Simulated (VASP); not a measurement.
# SnO2 (P2_12_12) in VASP: a series of runs, part 2 of 2

VASP 6.6.1.

## (5) Single point, LDA (atoms displaced along a vibrational mode, the cell strained)

Input file INCAR:

```
PREC = Accurate ; ENCUT = 520
EDIFF = 1E-7 ; ISMEAR = 0
SIGMA = 0.05 ; LREAL = F
LASPH = T ; NELM = 60
ALGO = Normal ; ISIF = 2
LWAVE = F ; LCHARG = F
NBANDS = 35
```

Input file KPOINTS:

```
regular mesh
0
Gamma
  6 6 8
```

Input file POSCAR:

```
SnO2
1.0
    4.7201335122      0.0000000000      0.0000000000
    0.0000000000      4.7206343096      0.0000000000
    0.0000000000      0.0000000000      3.2631222561
Sn O
2 4
Direct
    0.5000000000      0.5000000000      0.5014743437
    0.0000000000      0.0000000000     -0.0014743437
    0.3059920350      0.3061675039     -0.0094078608
    0.8059920350      0.1938324961      0.5094078608
    0.1940079650      0.8061675039      0.5094078608
    0.6940079650      0.6938324961     -0.0094078608
```

Potentials or basis: VASP PAW LDA potentials, release 64 (Sn_d, O).

Run with:

```
$ cat potpaw_LDA.64/Sn_d/POTCAR potpaw_LDA.64/O/POTCAR > POTCAR
$ mpirun -np 1 vasp_std > vasp.out
```

OUTCAR:

```text
PREC = Accurate
   ENCUT = 520
   EDIFF = 1E-7
   ISMEAR = 0
   LREAL = F
   LASPH = T
   NELM = 60
   ISIF = 2

 ion  position               nearest neighbor table
   1  0.500  0.500  0.501-   4 2.04   5 2.04   3 2.06   6 2.06   3 2.11   6 2.11   2 3.71   2 3.71
                             2 3.71   2 3.71   2 3.72   2 3.72   2 3.72   2 3.72
   2  0.000  0.000  0.999-   3 2.04   6 2.04   5 2.06   4 2.06   4 2.11   5 2.11   1 3.71   1 3.71
                             1 3.71   1 3.71   1 3.72   1 3.72   1 3.72   1 3.72
   3  0.306  0.306  0.991-   2 2.04   1 2.06   1 2.11
   4  0.806  0.194  0.509-   1 2.04   2 2.06   2 2.11
   5  0.194  0.806  0.509-   1 2.04   2 2.06   2 2.11
   6  0.694  0.694  0.991-   2 2.04   1 2.06   1 2.11
[... 1124 lines left out ...]
  Total       -0.9643055     -0.9651807     -3.5612104      0.0000000      0.0000000      0.0000000
  in kB      -21.2489378    -21.2682250    -78.4729958      0.0000000      0.0000000      0.0000000
  external PRESSURE =     -40.3300529 kB  Pullay stress =       0.0000000 kB

 VOLUME and BASIS-vectors are now :
 -----------------------------------------------------------------------------
  energy-cutoff  :      520.00
  volume of cell :       72.71
      direct lattice vectors                 reciprocal lattice vectors
     4.720133512  0.000000000  0.000000000     0.211858414  0.000000000  0.000000000
     0.000000000  4.720634310  0.000000000     0.000000000  0.211835939  0.000000000
     0.000000000  0.000000000  3.263122256     0.000000000  0.000000000  0.306454960

 POSITION                                       TOTAL-FORCE (eV/Angst)
 -----------------------------------------------------------------------------------
      2.36007      2.36032      1.63637         0.000000      0.000000     -0.565208
      0.00000      0.00000      3.25831         0.000000      0.000000      0.565208
      1.44432      1.44530      3.23242         0.066962      0.066405      0.525210
      3.80439      0.91501      1.66226         0.066962     -0.066405     -0.525210
      0.91574      3.80562      1.66226        -0.066962      0.066405     -0.525210
      3.27581      3.27533      3.23242        -0.066962     -0.066405      0.525210
 -----------------------------------------------------------------------------------
    total drift:                               -0.000000     -0.000000      0.000000

  FREE ENERGIE OF THE ION-ELECTRON SYSTEM (eV)
  ---------------------------------------------------
  free  energy   TOTEN  =       -42.2123310663 eV

  energy  without entropy=      -42.2123310663  energy(sigma->0) =      -42.21233107
```

OSZICAR:

```text
N       E                     dE             d eps       ncg     rms          rms(c)
DAV:   1     0.630941022845E+03    0.63094E+03   -0.25525E+04  6156   0.231E+03
DAV:   2     0.521291223375E+02   -0.57881E+03   -0.54584E+03  6032   0.603E+02
DAV:   3    -0.432621967874E+02   -0.95391E+02   -0.93532E+02  6096   0.207E+02
DAV:   4    -0.482207643046E+02   -0.49586E+01   -0.49204E+01  7023   0.507E+01
DAV:   5    -0.483522160163E+02   -0.13145E+00   -0.13124E+00  7033   0.876E+00    0.156E+01
DAV:   6    -0.422894909072E+02    0.60627E+01   -0.16971E+01  8969   0.649E+01    0.627E+00
DAV:   7    -0.423082477112E+02   -0.18757E-01   -0.19518E+00  6422   0.790E+00    0.317E+00
DAV:   8    -0.422270379220E+02    0.81210E-01   -0.22931E-01  8517   0.409E+00    0.714E-01
DAV:   9    -0.422121625530E+02    0.14875E-01   -0.33257E-02  9314   0.292E+00    0.126E-01
DAV:  10    -0.422123247373E+02   -0.16218E-03   -0.37115E-03  7576   0.520E-01    0.513E-02
DAV:  11    -0.422123306531E+02   -0.59158E-05   -0.16187E-04  9074   0.152E-01    0.238E-02
DAV:  12    -0.422123337928E+02   -0.31397E-05   -0.16585E-05  6554   0.255E-02    0.160E-02
DAV:  13    -0.422123309751E+02    0.28177E-05   -0.99006E-06  7996   0.401E-02    0.744E-04
DAV:  14    -0.422123310663E+02   -0.91237E-07   -0.87755E-07  7133   0.718E-03
   1 F= -.42212331E+02 E0= -.42212331E+02  d E =-.101203E-12
```

Wall time 6.6 min (1 thread of Intel Xeon 8259CL, shared host); peak memory 0.23 GiB.

What came out:

```
Free energy            : -42.2123 eV
Pressure               : -4.0 GPa
Largest force          : 0.565 eV/Å
Band gap on the k mesh : 0.87 eV
```

Forces on the atoms (eV/Å):
```
Sn   0.000  0.000 -0.565
Sn   0.000  0.000  0.565
O    0.067  0.066  0.525
O    0.067 -0.066 -0.525
O   -0.067  0.066 -0.525
O   -0.067 -0.066  0.525
```

Caveat: the cell differs from its parent crystal (atoms displaced along a vibrational mode, the cell strained); the stress differs along the axes, from -8 to -2 GPa; spin-orbit coupling is left out, which moves the levels of the heavy elements.

## (6) Summary

| cell | gap on the mesh (eV) | pressure (GPa) | largest force (eV/Å) |
| --- | --- | --- | --- |
| a = 4.720, b = 4.721, c = 3.115 Å, 6 atoms, atomic positions A | 1.57 | 8.1 | 0.40 |
| a = 4.720, b = 4.721, c = 3.115 Å, 6 atoms, atomic positions B | 1.54 | 9.1 | 1.59 |
| a = 4.720, b = 4.721, c = 3.189 Å, 6 atoms, atomic positions C | 1.17 | 2.9 | 1.71 |
| a = 4.720, b = 4.721, c = 3.263 Å, 6 atoms, atomic positions D | 0.87 | -4.0 | 0.57 |

Alike in all rows: task single point; level LDA; potentials or basis VASP PAW LDA potentials, release 64 (Sn_d, O); no spin polarisation; k mesh 6 × 6 × 8; cutoff (eV) 520; smearing gaussian 0.05 eV.

Caveats: spin-orbit coupling is left out, which moves the levels of the heavy elements; forces of over 1 eV/Å act on the atoms, so gaps and moduli don't describe the material at rest (at least some runs); the stress differs along the axes, from 5 to 14 GPa (at least some runs); the stress differs along the axes, from 6 to 14 GPa (at least some runs); the stress differs along the axes, from -8 to -2 GPa (at least some runs).

Total energies depend on the potentials used, so only differences within one code and one set of settings carry meaning.
